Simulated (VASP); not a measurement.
Crystal: PbO2.

```
Pb O
1.0
     4.99496    0.00000    0.00000
     0.00000    4.99496    0.00000
     0.00000    0.00000    3.40900
Pb O
2 4
Direct
  0.50000 0.50000 0.50000
  0.00000 0.00000 0.00000
  0.69257 0.69257 0.00000
  0.80743 0.19257 0.50000
  0.19257 0.80743 0.50000
  0.30743 0.30743 0.00000
```

Program: VASP 6.6.1. Alike in all runs: task single point; no spin polarisation; cell as given; cutoff (eV) 520.

Q: Order these runs on this cell by their pressure, lowest first.
A. level LDA; potentials or basis VASP PAW LDA potentials, release 64 (Pb_d, O); k mesh 6 × 6 × 8; smearing fermi-dirac 0.05 eV
B. level PBE; potentials or basis VASP PAW PBE potentials, release 64 (Pb_d, O); k mesh 5 × 5 × 7; smearing gaussian 0.05 eV
C. level PBEsol; potentials or basis VASP PAW PBE potentials, release 64 (Pb_d, O); k mesh 4 × 4 × 5; smearing fermi-dirac 0.03 eV

A: A (-3.6 GPa), C (0.5 GPa), B (5.9 GPa).

Caveats: the PAW data sets were made with another functional, which shifts forces and pressure a little (some runs).
